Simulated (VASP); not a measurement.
Cu2S3: density of states with PBE

Crystal: Cu2S3.

```
CELL_PARAMETERS angstrom
1.76347 3.05441 0.00000
-1.76347 3.05441 0.00000
0.00000 -2.03627 8.12593
ATOMIC_POSITIONS crystal
Cu 0.40080 0.40080 0.20240
Cu 0.59920 0.59920 0.79760
S 0.00000 0.00000 0.00000
S 0.21170 0.21170 0.63510
S 0.78830 0.78830 0.36490
```

- Program: VASP 6.6.1
- Task: density of states
- Functional: PBE
- Potentials or basis: VASP PAW PBE potentials, release 64 (Cu, S)
- Cutoff: 520 eV
- k mesh: 10 × 10 × 10
- Occupations: fermi-dirac, width 0.0204 eV
- Spin: no spin polarisation
- Dipole correction: no
- k mesh for the DOS: 15 × 15 × 15
- Occupations for the DOS: tetrahedron
- Further INCAR settings: ALGO = Normal; EDIFF = 1e-06; NBANDS = 28

```
Valence electrons inside the program's atomic spheres : Cu 9.77; S 3.59, 3.56
```

Levels at points of the mesh, in eV from the Fermi level:
| k point | band 17 | band 18 | band 19 | band 20 | band 21 | band 22 | band 23 | band 24 |
| --- | --- | --- | --- | --- | --- | --- | --- | --- |
| (0.00, 0.00, 0.00) | -0.23 | -0.04 | -0.04 | 0.45 | 0.95 | 0.95 | 4.21 | 5.70 |

Run time: 10 min on 1 thread of Intel(R) Xeon(R) Platinum 8488C (Sapphire Rapids), on a shared host, peak memory 0.73 GiB.
